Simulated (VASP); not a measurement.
Runs of VASP 6.6.1 on HgGe3. The structure is that of space group Pm-3m (No. 221), or close to it. The cells are those of the table. 

| task | cell | k mesh | cutoff (eV) | gap on the mesh (eV) | pressure (GPa) |
| --- | --- | --- | --- | --- | --- |
| single point | a = 4.384 Å, 4 atoms | 4 × 4 × 4 | 520 | none | (a) |
| single point | a = 4.380 Å, 4 atoms | 10 × 10 × 10 | 520 | none | 0.2 |
| relaxation of cell and atoms | relaxed from a = 4.384 Å, 4 atoms | 10 × 10 × 10 | 600 | none | 0.0 |
| relaxation of cell and atoms | relaxed from a = 4.246 Å, 4 atoms | 4 × 4 × 4 | 600 | none | 0.0 |

Alike in all rows: level PBE; potentials or basis VASP PAW PBE potentials, release 64 (Ge_d, Hg); no spin polarisation; smearing gaussian 0.1 eV.

**Question.** Fill in the values left out.

**Answer.** (a) 0.1.

Caveats: some runs use coarse meshes; spin-orbit coupling is left out, which moves the levels of the heavy elements; the relaxation stopped at its first step, so nothing moved (at least some runs).

A k mesh can miss the band edges, and the runs leave out spin-orbit coupling on Ge, Hg.

A gap of «none» marks levels without a gap at the run's occupations.
